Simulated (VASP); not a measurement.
# Zr3PdSe4 (P-6m2) in VASP: relaxation of cell and atoms with PBE

Aim: the relaxation of cell and atoms of Zr3PdSe4 with PBE.

Everything below comes from runs of VASP 6.6.1. Logs are shortened: lines on timing, memory, paths and dates and some standing lists are left out, and cuts for length are marked.

### 1 The cell of the first run

The structure is hexagonal, space group P-6m2 (No. 187). The conventional cell has a = 7.163 Å, b = 7.163 Å, c = 3.659 Å, α = 90.00°, β = 90.00°, γ = 120.00°. Within 3.9 Å of Zr (site symmetry mm2) lie 6 Se at 2.72 to 2.86 Å and 6 Zr at 3.34 to 3.82 Å and 2 Pd at 3.58 Å. Pd (site symmetry -6m2) has 6 Se at 2.74 Å and 6 Zr at 3.58 Å and 2 Pd at 3.66 Å within 3.7 Å. Se (site symmetry mm2) has 4 Zr at 2.72 Å and 2 Pd at 2.74 Å and 8 Se at 3.54 to 3.66 Å within 3.7 Å. Within 3.8 Å of Se (site symmetry -6m2) lie 6 Zr at 2.86 Å and 8 Se at 3.58 to 3.66 Å.

### 2 Relaxation of cell and atoms, PBE

Contents of INCAR:

```
ALGO = Normal ; EDIFF = 1E-6
EDIFFG = -0.01 ; ENCUT = 600
GGA = PE ; IBRION = 2
ISIF = 3 ; ISMEAR = 0
LASPH = True ; LCHARG = False
LREAL = False ; LWAVE = False
NELM = 80 ; NSW = 100
PREC = Accurate ; SIGMA = 0.1
```

Contents of KPOINTS:

```
k-points
0
Gamma
  6 6 8
```

Contents of POSCAR:

```
Zr3PdSe4
1.0
    7.1627893102      0.0000000000      0.0000000000
   -3.5813946551      6.2031575046      0.0000000000
    0.0000000000      0.0000000000      3.6588650353
Zr Pd Se
3 1 4
Direct
    0.0220256975      0.5110128487      0.0000000000
    0.4889871513      0.9779743025      0.0000000000
    0.4889871513      0.5110128487      0.0000000000
    0.0000000000      0.0000000000      0.0000000000
    0.1647913728      0.8352086272      0.5000000000
    0.1647913728      0.3295827455      0.5000000000
    0.6666666667      0.3333333333      0.5000000000
    0.6704172545      0.8352086272      0.5000000000
```

Potentials or basis: VASP PAW PBE potentials, release 64 (Zr_sv, Pd, Se).

Started as:

```
cat potpaw_PBE.64/Zr_sv/POTCAR potpaw_PBE.64/Pd/POTCAR potpaw_PBE.64/Se/POTCAR > POTCAR
mpirun -np 1 vasp_std > vasp.out
```

OUTCAR:

```text
EDIFF = 1E-6
   EDIFFG = -0.01
   ENCUT = 600
   GGA = PE
   IBRION = 2
   ISIF = 3
   ISMEAR = 0
   LASPH = True
   LREAL = False
   NELM = 80
   NSW = 100
   PREC = Accurate

 ion  position               nearest neighbor table
   1  0.022  0.511  0.000-   6 2.72   6 2.72   5 2.72   5 2.72   7 2.86   7 2.86   3 3.34   2 3.34
                             4 3.58   4 3.58   3 3.82   2 3.82
   2  0.489  0.978  0.000-   5 2.72   5 2.72   8 2.72   8 2.72   7 2.86   7 2.86   1 3.34   3 3.34
                             4 3.58   4 3.58   3 3.82   1 3.82
   3  0.489  0.511  0.000-   6 2.72   6 2.72   8 2.72   8 2.72   7 2.86   7 2.86   1 3.34   2 3.34
                             4 3.58   4 3.58   1 3.82   2 3.82
   4  0.000  0.000  0.000-   8 2.74   8 2.74   6 2.74   6 2.74   5 2.74   5 2.74   2 3.58   1 3.58
                             3 3.58   3 3.58   2 3.58   1 3.58
   5  0.165  0.835  0.500-   2 2.72   2 2.72   1 2.72   1 2.72   4 2.74   4 2.74
   6  0.165  0.330  0.500-   3 2.72   3 2.72   1 2.72   1 2.72   4 2.74   4 2.74
   7  0.667  0.333  0.500-   1 2.86   1 2.86   3 2.86   3 2.86   2 2.86   2 2.86
   8  0.670  0.835  0.500-   2 2.72   2 2.72   3 2.72   3 2.72   4 2.74   4 2.74

  LATTYP: Found a hexagonal cell.
 ALAT       =     7.1627893102
 C/A-ratio  =     0.5108156721

  Lattice vectors:

 A1 = (   7.1627893102,   0.0000000000,   0.0000000000)
 A2 = (  -3.5813946551,   6.2031575046,   0.0000000000)
 A3 = (   0.0000000000,   0.0000000000,   3.6588650353)

Analysis of symmetry for initial positions (statically):
=====================================================================
 Subroutine PRICEL returns:
 Original cell was already a primitive cell.

 Routine SETGRP: Setting up the symmetry group for a
 hexagonal supercell.

 Subroutine GETGRP returns: Found 12 space group operations
 (whereof 12 operations were pure point group operations)
 out of a pool of 24 trial point group operations.

The static configuration has the point symmetry D_3h.

Analysis of symmetry for dynamics (positions and initial velocities):
=====================================================================
 Subroutine PRICEL returns:
 Original cell was already a primitive cell.

 Routine SETGRP: Setting up the symmetry group for a
 hexagonal supercell.

 Subroutine GETGRP returns: Found 12 space group operations
 (whereof 12 operations were pure point group operations)
 out of a pool of 24 trial point group operations.

The dynamic configuration has the point symmetry D_3h.
[... 114 lines left out ...]
   NSW    =    100    number of steps for IOM
   IBRION =      2    ionic relax: 0-MD 1-quasi-New 2-CG
   NFREE  =      1    steps in history (QN), initial steepest desc. (CG)
   ISIF   =      3    stress and relaxation
   ISYM   =      2    0-nonsym 1-usesym 2-fastsym
   POTIM  = 0.5000    time-step for ionic-motion
   TEBEG  =    0.0;   TEEND  =   0.0 temperature during run
   PSTRESS=    0.0 pullay stress
   NELECT =      70.0000    total number of electrons
   NUPDOWN=      -1.0000    fix difference up-down
   EMIN   =  10.00;   EMAX   =-10.00  energy-range for DOS
   EFERMI =   0.00;   METHOD = LEGACY
   ISMEAR =     0;   SIGMA  =   0.10  broadening in eV -4-tet -1-fermi 0-gaus
   EFERMI_NEDOS =   21; number of points for ismear=-14 and -15
   IALGO  =     38    algorithm
   IMIX   =      4    mixing-type and parameters
     AMIX     =   0.40;   BMIX     =  1.00
     AMIX_MAG =   1.60;   BMIX_MAG =  1.00
  volume/ion in A,a.u.               =      20.32       137.13
  Fermi-wavevector in a.u.,A,eV,Ry     =   1.236214  2.336106 20.792770  1.528225
  Thomas-Fermi vector in A             =   2.370832
   LORBIT       =      0    0 simple, 1 ext, 2 COOP (PROOUT), +10 PAW based schemes
   GGA     = PE    functional components
   LHFCALC =     F    Hartree Fock is set to
   AEXX    =    0.0000 exact exchange contribution
   IVDW    =     0    specifies the selected vdW correction
   LEPSILON=     F    determine dielectric tensor
   LRPA    =     F    only Hartree local field effects (RPA)
 conjugate gradient relaxation of ions
 non-spin polarized calculation
 Gauss-broadening in eV      SIGMA  =   0.10
  energy-cutoff  :      600.00
  volume of cell :      162.57
 maximum number of plane-waves:      5474
 NGX is ok and might be reduce to    60
   NGX = 29   NGY = 29   NGZ = 15

--------------------------------------- Ionic step        1  -------------------------------------------

 number of electron      70.0000002 magnetization

 Free energy of the ion-electron system (eV)
  ---------------------------------------------------
  ext. energy  EPLUGINS =         0.00000000
  ---------------------------------------------------
  free energy    TOTEN  =       -53.19903335 eV

  energy without entropy =      -53.17468111  energy(sigma->0) =      -53.18685723

------------------------ aborting loop because EDIFF is reached ----------------------------------------

  FORCE on cell =-STRESS in cart. coord.  units (eV):
  Direction    XX          YY          ZZ          XY          YZ          ZX
  --------------------------------------------------------------------------------------
  -------------------------------------------------------------------------------------
  Total        0.0527235      0.0527235     -0.2181938      0.0000000      0.0000000      0.0000000
  in kB        0.5196047      0.5196047     -2.1503619      0.0000000      0.0000000      0.0000000
  external PRESSURE =      -0.3703841 kB  Pullay stress =       0.0000000 kB
[... 197 lines left out ...]
--------------------------------------- Ionic step        6  -------------------------------------------

 number of electron      70.0000002 magnetization

 Free energy of the ion-electron system (eV)
  ---------------------------------------------------
  ext. energy  EPLUGINS =         0.00000000
  ---------------------------------------------------
  free energy    TOTEN  =       -53.20630962 eV

  energy without entropy =      -53.17995903  energy(sigma->0) =      -53.19313432

 E-fermi :   8.2158     XC(G=0): -10.9826

 val. band max:        8.2155176911   @ k =   0.1667   0.1667   0.2500
 cond. band min:       8.2337501204   @ k =   0.1667   0.0000   0.1250
 fundamental gap:      0.0182324293
 Fermi energy:         8.2158457585

 k-point     1 :       0.0000    0.0000    0.0000
  band No.  band energies     occupation
      1     -41.4538      2.00000
      2     -41.4302      2.00000
      3     -41.4302      2.00000
      4     -19.6588      2.00000
      5     -19.6588      2.00000
      6     -19.5667      2.00000
[... 1069 lines left out ...]
     41      10.4022      0.00000
     42      10.5204      0.00000

 [... further k-points ...]
[... 5 lines left out ...]
  --------------------------------------------------------------------------------------
  -------------------------------------------------------------------------------------
  Total       -0.0121089     -0.0121089      0.0073586      0.0000000      0.0000000     -0.0000000
  in kB       -0.1194573     -0.1194573      0.0725940      0.0000000      0.0000000     -0.0000000
  external PRESSURE =      -0.0554402 kB  Pullay stress =       0.0000000 kB
[... 23 lines left out ...]
  FREE ENERGIE OF THE ION-ELECTRON SYSTEM (eV)
  ---------------------------------------------------
  free  energy   TOTEN  =       -53.2063096200 eV

  energy  without entropy=      -53.1799590268  energy(sigma->0) =      -53.19313432

 reached required accuracy - stopping structural energy minimisation
```

OSZICAR:

```text
N       E                     dE             d eps       ncg     rms          rms(c)
DAV:   1     0.661318126107E+03    0.66132E+03   -0.37473E+04  2948   0.176E+03
DAV:   2     0.571223499421E+01   -0.65561E+03   -0.64228E+03  3316   0.431E+02
[... 55 lines left out ...]
DAV:   1    -0.532067049691E+02   -0.45903E-03   -0.21548E-02  2960   0.862E-01    0.148E-01
DAV:   2    -0.532065102745E+02    0.19469E-03   -0.24309E-03  3714   0.292E-01    0.992E-02
DAV:   3    -0.532063547613E+02    0.15551E-03   -0.96374E-04  3566   0.187E-01    0.486E-02
DAV:   4    -0.532063013992E+02    0.53362E-04   -0.28786E-04  3932   0.840E-02    0.271E-02
DAV:   5    -0.532063056046E+02   -0.42054E-05   -0.21009E-05  4128   0.199E-02    0.133E-02
DAV:   6    -0.532063091107E+02   -0.35061E-05   -0.42885E-06  3190   0.113E-02    0.321E-03
DAV:   7    -0.532063096200E+02   -0.50934E-06   -0.88241E-07  2014   0.498E-03
   6 F= -.53206310E+02 E0= -.53193134E+02  d E =-.631881E-04
```

Wall time 15 min (1 thread of Intel Xeon 6975P-C (Granite Rapids), shared host); peak memory 0.52 GiB.

Results:

```yaml
Free_energy: -53.2063 eV
Relaxed_volume: 20.30 Å³/atom
Relaxed_cell: a = 7.165 Å, b = 7.165 Å, c = 3.653 Å, α = 90.00°, β = 90.00°, γ = 120.00°
Space_group_after_relaxing_to_0.1_Å: P-6m2 (No. 187)
Energy_gained_by_relaxing: 0.9 meV/atom
Ionic_steps: 6
Pressure_after_relaxing: 0.0 GPa
Band_gap_on_the_k_mesh: zero (bands 35 and 36 overlap by 0.42 eV)
```

Forces on the atoms (eV/Å):
```
Zr  -0.002 -0.001  0.000
Zr   0.000  0.003  0.000
Zr   0.002 -0.001  0.000
Pd   0.000  0.000  0.000
Se   0.000  0.000  0.000
Se   0.000  0.000  0.000
Se   0.000  0.000  0.000
Se   0.000  0.000  0.000
```

The path:
```tsv
step	energy change (eV)	largest force (eV/Å)	pressure (GPa)	volume (Å³)
1	0.0000	0.1457	-0.04	162.57
2	-0.0048	0.0843	0.02	162.46
3	-0.0071	0.0146	0.10	162.31
4	-0.0071	0.0090	-0.19	162.69
5	-0.0072	0.0043	-0.05	162.51
6	-0.0073	0.0026	-0.01	162.41
```

Final structure:
```
Zr Pd Se
1.0
     7.16509    0.00000    0.00000
    -3.58254    6.20515    0.00000
     0.00000    0.00000    3.65283
Zr Pd Se
3 1 4
Direct
  0.01939 0.50970 0.00000
  0.49030 0.98061 0.00000
  0.49030 0.50970 0.00000
  0.00000 0.00000 0.00000
  0.16617 0.83383 0.50000
  0.16617 0.33233 0.50000
  0.66667 0.33333 0.50000
  0.66767 0.83383 0.50000
```
